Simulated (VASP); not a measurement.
# Be (I4/mmm) in VASP: a series of runs

Runs on Be. Level: r2SCAN. Tasks: single point, relaxation of cell and atoms.

Everything below comes from runs of VASP 6.6.1. Logs are shortened: lines on timing, memory, paths and dates and some standing lists are left out, and cuts for length are marked.

## Step 1: The cell of the first run

It takes space group I4/mmm (No. 139, tetragonal). The conventional cell has a = 2.827 Å, b = 2.827 Å, c = 2.644 Å, α = 90.00°, β = 90.00°, γ = 90.00°. Be (site symmetry 4/mmm) has 14 Be at 2.40 to 2.83 Å within 3.2 Å.

## Step 2: Single point, r2SCAN

POSCAR

```
Be
1.0
   -1.4136124988      1.4136124988      1.3222337796
    1.4136124988     -1.4136124988      1.3222337796
    1.4136124988      1.4136124988     -1.3222337796
Be
1
Direct
    0.0000000000      0.0000000000      0.0000000000
```

INCAR.step1

```
ALGO = Normal
EDIFF = 1E-5
ENCUT = 660
GGA = PE
GGA_COMPAT = F
ISMEAR = 0
LASPH = T
LCHARG = F
LREAL = F
LWAVE = T
NBANDS = 7
NELM = 120
PREC = Accurate
SIGMA = 0.1
```

INCAR.step2

```
ALGO = Normal
EDIFF = 1E-6
ENCUT = 660
GGA_COMPAT = F
ISIF = 2
ISMEAR = 0
ISTART = 1
LASPH = T
LCHARG = F
LMIXTAU = T
LREAL = F
LWAVE = F
METAGGA = R2SCAN
NBANDS = 7
NELM = 120
PREC = Accurate
SIGMA = 0.1
```

KPOINTS

```
k-points
0
Gamma
  10 10 10
```

Potentials or basis: VASP PAW PBE potentials, release 64 (Be).

The run is started by

```sh
$ cat potpaw_PBE.64/Be/POTCAR > POTCAR
$ cp INCAR.step1 INCAR
$ mpirun -np 1 vasp_std > vasp.out
$ cp INCAR.step2 INCAR
$ mpirun -np 1 vasp_std > vasp.out
```

OUTCAR:

```text
EDIFF = 1E-6
   ENCUT = 660
   ISIF = 2
   ISMEAR = 0
   ISTART = 1
   LASPH = T
   LREAL = F
   METAGGA = R2SCAN
   NELM = 120
   PREC = Accurate

 ion  position               nearest neighbor table
   1  0.000  0.000  0.000-

  LATTYP: Found a body centered tetragonal cell.
 ALAT       =     2.8272249976
 C/A-ratio  =     0.9353580141

  Lattice vectors:

 A1 = (  -1.4136124988,   1.4136124988,   1.3222337796)
 A2 = (   1.4136124988,  -1.4136124988,   1.3222337796)
 A3 = (   1.4136124988,   1.4136124988,  -1.3222337796)

Analysis of symmetry for initial positions (statically):
=====================================================================
 Subroutine PRICEL returns:
 Original cell was already a primitive cell.

 Routine SETGRP: Setting up the symmetry group for a
 body centered tetragonal supercell.

 Subroutine GETGRP returns: Found 16 space group operations
 (whereof 16 operations were pure point group operations)
 out of a pool of 16 trial point group operations.

The static configuration has the point symmetry D_4h.

Analysis of symmetry for dynamics (positions and initial velocities):
=====================================================================
 Subroutine PRICEL returns:
 Original cell was already a primitive cell.

 Routine SETGRP: Setting up the symmetry group for a
 body centered tetragonal supercell.

 Subroutine GETGRP returns: Found 16 space group operations
 (whereof 16 operations were pure point group operations)
 out of a pool of 16 trial point group operations.

The dynamic configuration has the point symmetry D_4h.

 Subroutine INISYM returns: Found 16 space group operations
 (whereof 16 operations are pure point group operations),
 and found     1 'primitive' translations

----------------------------------------------------------------------------------------

                                     Primitive cell

  volume of cell :      10.5689

  direct lattice vectors                    reciprocal lattice vectors
    -1.413612499  1.413612499  1.322233780     0.000000000  0.353703720  0.378147955
     1.413612499 -1.413612499  1.322233780     0.353703720  0.000000000  0.378147955
[... 79 lines left out ...]
   LSORBIT =      F    spin-orbit coupling
   LASPH  =      T    aspherical Exc in radial PAW
   ENCUT  =  660.0 eV  48.51 Ry    6.96 a.u.   5.02  5.02  5.02*2*pi/ulx,y,z
   NELM   =    120;   NELMIN=  2; NELMDL=  0     # of ELM steps
   EDIFF  = 0.1E-05   stopping-criterion for ELM
   LREAL  =      F    real-space projection
   EDIFFG = 0.1E-04   stopping-criterion for IOM
   NSW    =      0    number of steps for IOM
   IBRION =     -1    ionic relax: 0-MD 1-quasi-New 2-CG
   NFREE  =      0    steps in history (QN), initial steepest desc. (CG)
   ISIF   =      2    stress and relaxation
   ISYM   =      2    0-nonsym 1-usesym 2-fastsym
   POTIM  = 0.5000    time-step for ionic-motion
   TEBEG  =    0.0;   TEEND  =   0.0 temperature during run
   PSTRESS=    0.0 pullay stress
   NELECT =       2.0000    total number of electrons
   NUPDOWN=      -1.0000    fix difference up-down
   EMIN   =  10.00;   EMAX   =-10.00  energy-range for DOS
   EFERMI =   0.00;   METHOD = LEGACY
   ISMEAR =     0;   SIGMA  =   0.10  broadening in eV -4-tet -1-fermi 0-gaus
   EFERMI_NEDOS =   21; number of points for ismear=-14 and -15
   IALGO  =     38    algorithm
   IMIX   =      4    mixing-type and parameters
     AMIX     =   0.40;   BMIX     =  1.00
     AMIX_MAG =   1.60;   BMIX_MAG =  1.00
  volume/ion in A,a.u.               =      10.57        71.32
  Fermi-wavevector in a.u.,A,eV,Ry     =   0.939886  1.776127 12.019191  0.883386
  Thomas-Fermi vector in A             =   2.067243
   LORBIT       =      0    0 simple, 1 ext, 2 COOP (PROOUT), +10 PAW based schemes
   METAGGA = R2SCAN    functional components
   LHFCALC =     F    Hartree Fock is set to
   AEXX    =    0.0000 exact exchange contribution
   IVDW    =     0    specifies the selected vdW correction
   LEPSILON=     F    determine dielectric tensor
   LRPA    =     F    only Hartree local field effects (RPA)
 non-spin polarized calculation
 Gauss-broadening in eV      SIGMA  =   0.10
  energy-cutoff  :      660.00
  volume of cell :       10.57
 maximum number of plane-waves:       422
   NGX =  9   NGY =  9   NGZ =  9

 number of electron       2.0000000 magnetization

 Free energy of the ion-electron system (eV)
  ---------------------------------------------------
  ext. energy  EPLUGINS =         0.00000000
  ---------------------------------------------------
  free energy    TOTEN  =        -4.01091530 eV

  energy without entropy =       -4.01030992  energy(sigma->0) =       -4.01061261

 E-fermi :   5.3191     XC(G=0): -10.2969

 val. band max:        5.2686301323   @ k =  -0.4000  -0.4000   0.2000
 cond. band min:       5.5544089730   @ k =  -0.4000  -0.4000   0.1000
 fundamental gap:      0.2857788407
 Fermi energy:         5.3191368849

 k-point     1 :       0.0000    0.0000    0.0000
  band No.  band energies     occupation
      1      -5.6381      2.00000
      2      22.1468      0.00000
      3      22.1468      0.00000
      4      22.7492      0.00000
      5      30.8732      0.00000
      6      33.5188      0.00000
      7      33.5188      0.00000
[... 221 lines left out ...]
 k-point    24 :       0.4000    0.3000    0.0000
  band No.  band energies     occupation
      1       2.9661      2.00000
      2       6.1286      0.00000
      3      10.0654      0.00000
      4      17.1440      0.00000
      5      29.6623      0.00000
      6      31.9869      0.00000
      7      33.5262      0.00000

 [... further k-points ...]

------------------------ aborting loop because EDIFF is reached ----------------------------------------

  FORCE on cell =-STRESS in cart. coord.  units (eV):
  Direction    XX          YY          ZZ          XY          YZ          ZX
  --------------------------------------------------------------------------------------
  -------------------------------------------------------------------------------------
  Total       -1.3471047     -1.3471047     -1.6829969      0.0000000     -0.0000000      0.0000000
  in kB     -204.2127962   -204.2127962   -255.1319876      0.0000000     -0.0000000      0.0000000
  external PRESSURE =    -221.1858600 kB  Pullay stress =       0.0000000 kB

 VOLUME and BASIS-vectors are now :
 -----------------------------------------------------------------------------
  energy-cutoff  :      660.00
  volume of cell :       10.57
      direct lattice vectors                 reciprocal lattice vectors
    -1.413612499  1.413612499  1.322233780     0.000000000  0.353703720  0.378147955
     1.413612499 -1.413612499  1.322233780     0.353703720  0.000000000  0.378147955
     1.413612499  1.413612499 -1.322233780     0.353703720  0.353703720  0.000000000

 POSITION                                       TOTAL-FORCE (eV/Angst)
 -----------------------------------------------------------------------------------
      0.00000      0.00000      0.00000         0.000000     -0.000000      0.000000
 -----------------------------------------------------------------------------------
    total drift:                               -0.000000     -0.000000      0.000000

  FREE ENERGIE OF THE ION-ELECTRON SYSTEM (eV)
  ---------------------------------------------------
  free  energy   TOTEN  =        -4.0109152990 eV

  energy  without entropy=       -4.0103099191  energy(sigma->0) =       -4.01061261
```

OUTCAR.step1:

```text
EDIFF = 1E-5
   ENCUT = 660
   GGA = PE
   ISMEAR = 0
   LASPH = T
[... 456 lines left out ...]

 POSITION                                       TOTAL-FORCE (eV/Angst)
 -----------------------------------------------------------------------------------
      0.00000      0.00000      0.00000        -0.000000      0.000000      0.000000
 -----------------------------------------------------------------------------------
    total drift:                               -0.000000      0.000000      0.000000

  FREE ENERGIE OF THE ION-ELECTRON SYSTEM (eV)
  ---------------------------------------------------
  free  energy   TOTEN  =        -3.4388703990 eV

  energy  without entropy=       -3.4382395698  energy(sigma->0) =       -3.43855498
```

OSZICAR.step1:

```text
N       E                     dE             d eps       ncg     rms          rms(c)
DAV:   1    -0.182202695127E+01   -0.18220E+01   -0.10669E+03  1442   0.263E+02
DAV:   2    -0.344464145177E+01   -0.16226E+01   -0.15424E+01  1995   0.281E+01
DAV:   3    -0.344985563691E+01   -0.52142E-02   -0.52070E-02  1603   0.134E+00
DAV:   4    -0.344985788129E+01   -0.22444E-05   -0.22440E-05  2163   0.282E-02
DAV:   5    -0.344985788237E+01   -0.10870E-08   -0.10429E-08  1638   0.262E-04    0.629E-01
DAV:   6    -0.344251907255E+01    0.73388E-02   -0.35337E-04  1834   0.137E-01    0.383E-01
DAV:   7    -0.343890127100E+01    0.36178E-02   -0.50808E-04  1694   0.145E-01    0.333E-02
DAV:   8    -0.343886999713E+01    0.31274E-04   -0.54138E-06  1575   0.182E-02    0.463E-03
DAV:   9    -0.343887039900E+01   -0.40187E-06   -0.28248E-07   875   0.401E-03
   1 F= -.34388704E+01 E0= -.34385550E+01  d E =-.630829E-03
```

Wall time 21 s (1 thread of AMD EPYC 7R13 (Zen 3), shared host); peak memory 0.09 GiB.

What came out:

| Item | Value |
| --- | --- |
| Free energy | -4.0109 eV |
| Pressure | -22.1 GPa |
| Band gap on the k mesh | zero (bands 1 and 2 overlap by 3.76 eV) |

Stress tensor (GPa, compression positive):
```
-20.42   0.00   0.00
  0.00 -20.42   0.00
  0.00   0.00 -25.51
```

Levels at points of the mesh, in eV from the Fermi level:
```csv
k point,band 1,band 2,band 3,band 4
"(0.00, 0.00, 0.00)",-10.96,16.83,16.83,17.43
"(0.50, 0.00, 0.00)",-3.85,0.26,10.66,13.25
"(0.50, 0.50, 0.00)",-4.31,-0.56,11.97,15.09
"(0.50, 0.50, 0.50)",3.20,3.20,5.50,8.50
```

Caveat: the stress differs along the axes, from -26 to -20 GPa; the PAW data sets were made with another functional, which shifts forces and pressure a little.

(Continued in part 2 of 2.)

The gap in the log of VASP goes by the Fermi energy; the results here count the filled bands.